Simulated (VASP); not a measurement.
Set up this calculation in VASP 6.6.1, as the native input.

* Task: single point
* Functional: PBE
* Potentials or basis: VASP PAW PBE potentials, release 64 (B, As)
* Cutoff: 520 eV
* k mesh: 6 × 6 × 6
* Occupations: gaussian, width 0.1 eV
* Spin: no spin polarisation
* Dipole correction: no
* Further INCAR settings: ALGO = Normal; EDIFF = 1e-06; NBANDS = 11

The structure of BAs lies in POSCAR:

```
BAs
1.0
    3.1950492200      0.0000000000      0.0000000000
    0.0000000000      3.1950492200      0.0000000000
    0.0000000000      0.0000000000      3.1950492200
B As
1 1
Direct
    0.0000000000      0.0000000000      0.0000000000
    0.5000000000      0.5000000000      0.5000000000
```

One way to write it, as run:

INCAR

```
ALGO = Normal
EDIFF = 1E-6
ENCUT = 520
GGA = PE
ISIF = 2
ISMEAR = 0
LASPH = T
LCHARG = F
LREAL = F
LWAVE = F
NBANDS = 11
NELM = 80
PREC = Accurate
SIGMA = 0.1
```

KPOINTS

```
k-points
0
Gamma
  6 6 6
```

Potentials or basis: VASP PAW PBE potentials, release 64 (B, As).

Command:

```console
$ cat potpaw_PBE.64/B/POTCAR potpaw_PBE.64/As/POTCAR > POTCAR
$ mpirun -np 1 vasp_std > vasp.out
```

It gave:

| Item | Value |
| --- | --- |
| Pressure | -15.6 GPa |
| Band gap on the k mesh | zero (band 4 reaches 6.87 eV, above the bottom of band 5 at 2.23 eV) |

Run time: 3.5 s on 1 thread of AMD EPYC 9R45 96-Core Processor (Zen 5) (shared host), peak memory 0.1 GiB.
